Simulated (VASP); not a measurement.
# Ag (P6_3/mmc) in VASP: notebook, part 2 of 3

VASP 6.6.1.

## Step 3: Single point, PBEsol (strain +0.015 along x and y, +0.030 along z)

File INCAR:

```
  ALGO = Fast
  EDIFF = 1E-6
  ENCUT = 520
  GGA = PS
  ISIF = 2
  ISMEAR = 0
  LASPH = True
  LCHARG = False
  LREAL = False
  LWAVE = False
  NBANDS = 30
  NELM = 60
  PREC = Accurate
  SIGMA = 0.15
```

File KPOINTS:

```
k-points
0
Gamma
  18 18 6
```

File POSCAR:

```
Ag
1.0
    2.9140174710      0.0000000000      0.0000000000
   -1.4570087355      2.5236131569      0.0000000000
    0.0000000000      0.0000000000      9.6182006507
Ag
4
Direct
    0.3333333333      0.6666666667      0.2500000000
    0.6666666667      0.3333333333      0.7500000000
    0.0000000000      0.0000000000      0.0000000000
    0.0000000000      0.0000000000      0.5000000000
```

Potentials or basis: VASP PAW PBE potentials, release 64 (Ag).

Launch:

```
cat potpaw_PBE.64/Ag/POTCAR > POTCAR
mpirun -np 1 vasp_std > vasp.out
```

OUTCAR:

```text
EDIFF = 1E-6
   ENCUT = 520
   GGA = PS
   ISIF = 2
   ISMEAR = 0
   LASPH = True
   LREAL = False
   NELM = 60
   PREC = Accurate

 ion  position               nearest neighbor table
   1  0.333  0.667  0.250-   3 2.93   4 2.93   3 2.93   4 2.93   3 2.93   4 2.93
   2  0.667  0.333  0.750-   3 2.93   4 2.93   3 2.93   4 2.93   3 2.93   4 2.93
   3  0.000  0.000  0.000-   1 2.93   2 2.93   1 2.93   2 2.93   2 2.93   1 2.93
   4  0.000  0.000  0.500-   1 2.93   2 2.93   1 2.93   2 2.93   2 2.93   1 2.93

  LATTYP: Found a hexagonal cell.
 ALAT       =     2.9140174710
 C/A-ratio  =     3.3006667758

  Lattice vectors:

 A1 = (   2.9140174710,   0.0000000000,   0.0000000000)
 A2 = (  -1.4570087355,   2.5236131569,   0.0000000000)
 A3 = (   0.0000000000,   0.0000000000,   9.6182006507)

Analysis of symmetry for initial positions (statically):
=====================================================================
 Subroutine PRICEL returns:
 Original cell was already a primitive cell.

 Routine SETGRP: Setting up the symmetry group for a
 hexagonal supercell.

 Subroutine GETGRP returns: Found 24 space group operations
 (whereof 12 operations were pure point group operations)
 out of a pool of 24 trial point group operations.

The static configuration has the point symmetry D_3d.
 The point group associated with its full space group is D_6h.

Analysis of symmetry for dynamics (positions and initial velocities):
=====================================================================
 Subroutine PRICEL returns:
 Original cell was already a primitive cell.

 Routine SETGRP: Setting up the symmetry group for a
 hexagonal supercell.

 Subroutine GETGRP returns: Found 24 space group operations
 (whereof 12 operations were pure point group operations)
 out of a pool of 24 trial point group operations.

The dynamic configuration has the point symmetry D_3d.
 The point group associated with its full space group is D_6h.

 Subroutine INISYM returns: Found 24 space group operations
 (whereof 12 operations are pure point group operations),
 and found     1 'primitive' translations

----------------------------------------------------------------------------------------

                                     Primitive cell

  volume of cell :      70.7308

  direct lattice vectors                    reciprocal lattice vectors
     2.914017471  0.000000000  0.000000000     0.343168842  0.198128623  0.000000000
    -1.457008736  2.523613157  0.000000000     0.000000000  0.396257246  0.000000000
     0.000000000  0.000000000  9.618200651     0.000000000  0.000000000  0.103969551

  length of vectors
     2.914017471  2.914017471  9.618200651     0.396257246  0.396257246  0.103969551

  position of ions in fractional coordinates (direct lattice)
     0.333333333  0.666666667  0.250000000
     0.666666667  0.333333333  0.750000000
     0.000000000  0.000000000  0.000000000
     0.000000000  0.000000000  0.500000000

  ion indices of the primitive-cell ions
   primitive index   ion index
                 1           1
                 2           2
                 3           3
[... 22 lines left out ...]

 Subroutine IBZKPT returns following result:
 ===========================================

 Found    148 irreducible k-points:

 Following reciprocal coordinates:
            Coordinates               Weight
  0.000000  0.000000  0.000000      1.000000
  0.055556 -0.000000  0.000000      6.000000
  0.111111 -0.000000  0.000000      6.000000
  0.166667 -0.000000  0.000000      6.000000
  0.222222  0.000000  0.000000      6.000000
  0.277778 -0.000000  0.000000      6.000000
[... 16 lines left out ...]
  0.333333  0.111111  0.000000     12.000000
  0.388889  0.111111  0.000000     12.000000
 [... further k-points ...]
   k-points           NKPTS =    148   k-points in BZ     NKDIM =    148   number of bands    NBANDS=     30
   number of dos      NEDOS =    301   number of ions     NIONS =      4
   total plane-waves  NPLWV =  41472
   dimension x,y,z NGX =    24 NGY =   24 NGZ =   72
   dimension x,y,z NGXF=    48 NGYF=   48 NGZF=  144
   ions per type =               4
   NGX,Y,Z   is equivalent  to a cutoff of  13.69, 13.69, 12.44 a.u.
   NGXF,Y,Z  is equivalent  to a cutoff of  27.38, 27.38, 24.89 a.u.
 SYSTEM =  unknown system
   PREC   = accura    normal or accurate (medium, high low for compatibility)
   ISTART =      0    job   : 0-new  1-cont  2-samecut
   ICHARG =      2    charge: 1-file 2-atom 10-const
   ISPIN  =      1    spin polarized calculation?
   LNONCOLLINEAR =      F non collinear calculations
   LSORBIT =      F    spin-orbit coupling
   LASPH  =      T    aspherical Exc in radial PAW
   ENCUT  =  520.0 eV  38.22 Ry    6.18 a.u.   5.42  5.42 17.88*2*pi/ulx,y,z
   NELM   =     60;   NELMIN=  2; NELMDL= -5     # of ELM steps
   EDIFF  = 0.1E-05   stopping-criterion for ELM
   LREAL  =      F    real-space projection
   EDIFFG = 0.1E-04   stopping-criterion for IOM
   NSW    =      0    number of steps for IOM
   IBRION =     -1    ionic relax: 0-MD 1-quasi-New 2-CG
   NFREE  =      0    steps in history (QN), initial steepest desc. (CG)
   ISIF   =      2    stress and relaxation
   ISYM   =      2    0-nonsym 1-usesym 2-fastsym
   POTIM  = 0.5000    time-step for ionic-motion
   TEBEG  =    0.0;   TEEND  =   0.0 temperature during run
   PSTRESS=    0.0 pullay stress
   NELECT =      44.0000    total number of electrons
   NUPDOWN=      -1.0000    fix difference up-down
   EMIN   =  10.00;   EMAX   =-10.00  energy-range for DOS
   EFERMI =   0.00;   METHOD = LEGACY
   ISMEAR =     0;   SIGMA  =   0.15  broadening in eV -4-tet -1-fermi 0-gaus
   EFERMI_NEDOS =   21; number of points for ismear=-14 and -15
   IALGO  =     68    algorithm
   IMIX   =      4    mixing-type and parameters
     AMIX     =   0.40;   BMIX     =  1.00
     AMIX_MAG =   1.60;   BMIX_MAG =  1.00
  volume/ion in A,a.u.               =      17.68       119.33
  Fermi-wavevector in a.u.,A,eV,Ry     =   1.397514  2.640918 26.572792  1.953045
  Thomas-Fermi vector in A             =   2.520763
   LORBIT       =      0    0 simple, 1 ext, 2 COOP (PROOUT), +10 PAW based schemes
   GGA     = PS    functional components
   LHFCALC =     F    Hartree Fock is set to
   AEXX    =    0.0000 exact exchange contribution
   IVDW    =     0    specifies the selected vdW correction
   LEPSILON=     F    determine dielectric tensor
   LRPA    =     F    only Hartree local field effects (RPA)
 non-spin polarized calculation
 RMM-DIIS sequential band-by-band and
 Gauss-broadening in eV      SIGMA  =   0.15
  energy-cutoff  :      520.00
  volume of cell :       70.73
 maximum number of plane-waves:      1952
 NGX is ok and might be reduce to    24
   NGX = 11   NGY = 11   NGZ = 35

 number of electron      44.0000002 magnetization

 Free energy of the ion-electron system (eV)
  ---------------------------------------------------
  ext. energy  EPLUGINS =         0.00000000
  ---------------------------------------------------
  free energy    TOTEN  =       -13.14963986 eV

  energy without entropy =      -13.13558045  energy(sigma->0) =      -13.14261015

 E-fermi :   7.6931     XC(G=0): -12.1953

 val. band max:        7.6921914163   @ k =   0.1667   0.1111   0.5000
 cond. band min:       7.7296684016   @ k =   0.3889   0.0556   0.0000
 fundamental gap:      0.0374769853
 Fermi energy:         7.6930817319

 k-point     1 :       0.0000    0.0000    0.0000
  band No.  band energies     occupation
      1       0.1713      2.00000
      2       1.5073      2.00000
      3       1.5125      2.00000
      4       1.5602      2.00000
      5       3.0512      2.00000
      6       3.0935      2.00000
[... 781 lines left out ...]
     29      16.6161      0.00000
     30      17.4152      0.00000

 [... further k-points ...]

------------------------ aborting loop because EDIFF is reached ----------------------------------------

  FORCE on cell =-STRESS in cart. coord.  units (eV):
  Direction    XX          YY          ZZ          XY          YZ          ZX
  --------------------------------------------------------------------------------------
  -------------------------------------------------------------------------------------
  Total       -2.5475622     -2.5475622     -2.9078297      0.0000000     -0.0000000      0.0000000
  in kB      -57.7067501    -57.7067501    -65.8674403      0.0000000     -0.0000000      0.0000000
  external PRESSURE =     -60.4269802 kB  Pullay stress =       0.0000000 kB

 VOLUME and BASIS-vectors are now :
 -----------------------------------------------------------------------------
  energy-cutoff  :      520.00
  volume of cell :       70.73
      direct lattice vectors                 reciprocal lattice vectors
     2.914017471  0.000000000  0.000000000     0.343168842  0.198128623  0.000000000
    -1.457008736  2.523613157  0.000000000     0.000000000  0.396257246  0.000000000
     0.000000000  0.000000000  9.618200651     0.000000000  0.000000000  0.103969551

 POSITION                                       TOTAL-FORCE (eV/Angst)
 -----------------------------------------------------------------------------------
     -0.00000      1.68241      2.40455         0.000000      0.000000      0.000000
      1.45701      0.84120      7.21365        -0.000000      0.000000     -0.000000
      0.00000      0.00000      0.00000        -0.000000      0.000000      0.000000
      0.00000      0.00000      4.80910        -0.000000      0.000000      0.000000
 -----------------------------------------------------------------------------------
    total drift:                               -0.000000      0.000000      0.000000

  FREE ENERGIE OF THE ION-ELECTRON SYSTEM (eV)
  ---------------------------------------------------
  free  energy   TOTEN  =       -13.1496398621 eV

  energy  without entropy=      -13.1355804467  energy(sigma->0) =      -13.14261015
```

OSZICAR:

```text
N       E                     dE             d eps       ncg     rms          rms(c)
DAV:   1     0.292337658703E+03    0.29234E+03   -0.22618E+04  8896   0.145E+03
DAV:   2    -0.796313693976E+01   -0.30030E+03   -0.28439E+03  9144   0.331E+02
DAV:   3    -0.144643518973E+02   -0.65012E+01   -0.64627E+01 10218   0.555E+01
DAV:   4    -0.144942734737E+02   -0.29922E-01   -0.29917E-01  9504   0.365E+00
DAV:   5    -0.144945649106E+02   -0.29144E-03   -0.29143E-03 10220   0.389E-01    0.102E+01
RMM:   6    -0.131895457780E+02    0.13050E+01   -0.40036E+00  8882   0.132E+01    0.609E+00
RMM:   7    -0.131632042550E+02    0.26342E-01   -0.10827E-01  9131   0.199E+00    0.362E+00
RMM:   8    -0.131498356430E+02    0.13369E-01   -0.69349E-03  9438   0.629E-01    0.413E-01
RMM:   9    -0.131496307434E+02    0.20490E-03   -0.16409E-03  9591   0.258E-01    0.803E-02
RMM:  10    -0.131496414388E+02   -0.10695E-04   -0.16254E-04  9785   0.708E-02    0.627E-02
RMM:  11    -0.131496402539E+02    0.11849E-05   -0.23845E-05  9378   0.271E-02    0.449E-02
RMM:  12    -0.131496394167E+02    0.83720E-06   -0.17778E-05  9647   0.278E-02    0.536E-03
RMM:  13    -0.131496398621E+02   -0.44533E-06   -0.19840E-06  6398   0.812E-03
   1 F= -.13149640E+02 E0= -.13142610E+02  d E =-.140594E-01
```

Run time: 1.9 min. Hardware: 1 thread of AMD EPYC 9R45 (Zen 5), shared host; peak memory 0.33 GiB.

What came out:

| Item | Value |
| --- | --- |
| Free energy | -13.1496 eV |
| Pressure | -6.0 GPa |
| Band gap on the k mesh | zero (bands 22 and 23 overlap by 6.43 eV) |

Stress tensor (GPa, compression positive):
```
-5.77  0.00  0.00
 0.00 -5.77  0.00
 0.00  0.00 -6.59
```

Levels at points of the mesh, in eV from the Fermi level:
```tsv
k point	band 19	band 20	band 21	band 22	band 23	band 24	band 25	band 26
(0.00, 0.00, 0.00)	-3.48	-3.29	-3.29	-2.92	-2.92	-0.39	3.29	10.64
(0.50, 0.00, 0.00)	-2.72	-2.71	-0.10	0.78	1.03	1.56	4.17	4.23
(0.00, 0.00, 0.50)	-3.07	-3.07	-3.07	-3.07	-2.41	-2.41	6.11	6.11
(0.50, 0.00, 0.50)	-2.73	-2.73	0.30	0.30	1.41	1.41	4.60	4.60
```

Caveat: the cell differs from its parent crystal (strain +0.015 along x and y, +0.030 along z); the cell stands under tension; the PAW data sets were made with another functional, which shifts forces and pressure a little.

## Step 4: Single point, PBEsol (strain +0.030 along x and y, +0.015 along z)

File INCAR:

```
SYSTEM = Ag
ALGO     = Fast           ! electronic algorithm
EDIFF    = 1E-6           ! SCF threshold, eV
ENCUT    = 520            ! plane-wave cutoff, eV
GGA      = PS             ! functional
ISIF     = 2              ! what is computed and relaxed
ISMEAR   = 0              ! smearing method
LASPH    = .True.         ! aspherical terms in the spheres
LCHARG   = .False.        ! write CHGCAR
LREAL    = .False.        ! projectors in reciprocal space
LWAVE    = .False.        ! write WAVECAR
NBANDS   = 30             ! bands
NELM     = 80             ! most SCF steps
PREC     = Accurate       ! precision mode
SIGMA    = 0.15           ! smearing width, eV
```

File KPOINTS:

```
k-points
0
Gamma
  18 18 6
  0 0 0
```

File POSCAR:

```
Ag
1.0
    2.9570817686      0.0000000000      0.0000000000
   -1.4785408843      2.5609079327      0.0000000000
    0.0000000000      0.0000000000      9.4781297675
Ag
4
Direct
    0.3333333333      0.6666666667      0.2500000000
    0.6666666667      0.3333333333      0.7500000000
    0.0000000000      0.0000000000      0.0000000000
    0.0000000000      0.0000000000      0.5000000000
```

Potentials or basis: VASP PAW PBE potentials, release 64 (Ag).

Launch:

```
cat potpaw_PBE.64/Ag/POTCAR > POTCAR
mpirun -np 1 vasp_std > vasp.out
```

OUTCAR:

```text
SYSTEM = Ag
   EDIFF = 1E-6
   ENCUT = 520
   GGA = PS
   ISIF = 2
   ISMEAR = 0
   LASPH = .True.
   LREAL = .False.
   NELM = 80
   PREC = Accurate

 ion  position               nearest neighbor table
   1  0.333  0.667  0.250-   3 2.92   4 2.92   3 2.92   4 2.92   3 2.92   4 2.92
   2  0.667  0.333  0.750-   3 2.92   4 2.92   3 2.92   4 2.92   3 2.92   4 2.92
   3  0.000  0.000  0.000-   1 2.92   2 2.92   2 2.92   1 2.92   2 2.92   1 2.92
   4  0.000  0.000  0.500-   1 2.92   2 2.92   2 2.92   1 2.92   2 2.92   1 2.92

[... 997 lines left out ...]
  --------------------------------------------------------------------------------------
  -------------------------------------------------------------------------------------
  Total       -3.4123890     -3.4123890     -2.7744673      0.0000000     -0.0000000      0.0000000
  in kB      -76.1709128    -76.1709128    -61.9313060      0.0000000     -0.0000000      0.0000000
  external PRESSURE =     -71.4243772 kB  Pullay stress =       0.0000000 kB

 VOLUME and BASIS-vectors are now :
 -----------------------------------------------------------------------------
  energy-cutoff  :      520.00
  volume of cell :       71.78
      direct lattice vectors                 reciprocal lattice vectors
     2.957081769  0.000000000  0.000000000     0.338171237  0.195243255  0.000000000
    -1.478540884  2.560907933  0.000000000     0.000000000  0.390486510  0.000000000
     0.000000000  0.000000000  9.478129768     0.000000000  0.000000000  0.105506047

 POSITION                                       TOTAL-FORCE (eV/Angst)
 -----------------------------------------------------------------------------------
     -0.00000      1.70727      2.36953        -0.000000      0.000000      0.000000
      1.47854      0.85364      7.10860         0.000000     -0.000000      0.000000
      0.00000      0.00000      0.00000         0.000000      0.000000     -0.000000
      0.00000      0.00000      4.73906        -0.000000      0.000000     -0.000000
 -----------------------------------------------------------------------------------
    total drift:                               -0.000000      0.000000      0.000000

  FREE ENERGIE OF THE ION-ELECTRON SYSTEM (eV)
  ---------------------------------------------------
  free  energy   TOTEN  =       -13.1043212775 eV

  energy  without entropy=      -13.0907922822  energy(sigma->0) =      -13.09755678
```

stdout:

```text
POSCAR found type information on POSCAR Ag
 POSCAR found :  1 types and       4 ions
 scaLAPACK will be used
 -----------------------------------------------------------------------------
|                                                                             |
|                                                                             |
|     You enforced a specific xc type in the INCAR file but a different       |
|     I HOPE YOU KNOW WHAT YOU ARE DOING!                                     |
|                                                                             |
 -----------------------------------------------------------------------------

 LDA part: xc-table for (Slater+PW92), standard interpolation
 POSCAR, INCAR and KPOINTS ok, starting setup
 FFT: planning ... GRIDC
 FFT: planning ... GRID_SOFT
 FFT: planning ... GRID
 WAVECAR not read
 entering main loop
```

It took 1.9 min on 1 thread of AMD EPYC 9R45 (Zen 5), shared host; peak memory 0.33 GiB.

Results:

- Free energy: -13.1043 eV
- Pressure: -7.1 GPa
- Band gap on the k mesh: zero (bands 22 and 23 overlap by 6.18 eV)

Stress tensor (GPa, compression positive):
```
-7.62  0.00  0.00
 0.00 -7.62  0.00
 0.00  0.00 -6.19
```

Levels at points of the mesh, in eV from the Fermi level:
| k point | band 20 | band 21 | band 22 | band 23 | band 24 | band 25 |
| --- | --- | --- | --- | --- | --- | --- |
| (0.00, 0.00, 0.00) | -3.28 | -3.28 | -2.90 | -2.90 | -0.15 | 3.59 |
| (0.50, 0.00, 0.00) | -2.71 | -0.15 | 0.77 | 0.91 | 1.44 | 3.99 |
| (0.00, 0.00, 0.50) | -3.06 | -3.06 | -3.06 | -2.24 | -2.24 | 6.49 |
| (0.50, 0.00, 0.50) | -2.78 | 0.23 | 0.23 | 1.30 | 1.30 | 4.52 |

Caveat: the cell differs from its parent crystal (strain +0.030 along x and y, +0.015 along z); the cell stands under tension; the PAW data sets were made with another functional, which shifts forces and pressure a little.

[end of part 2 of 3]
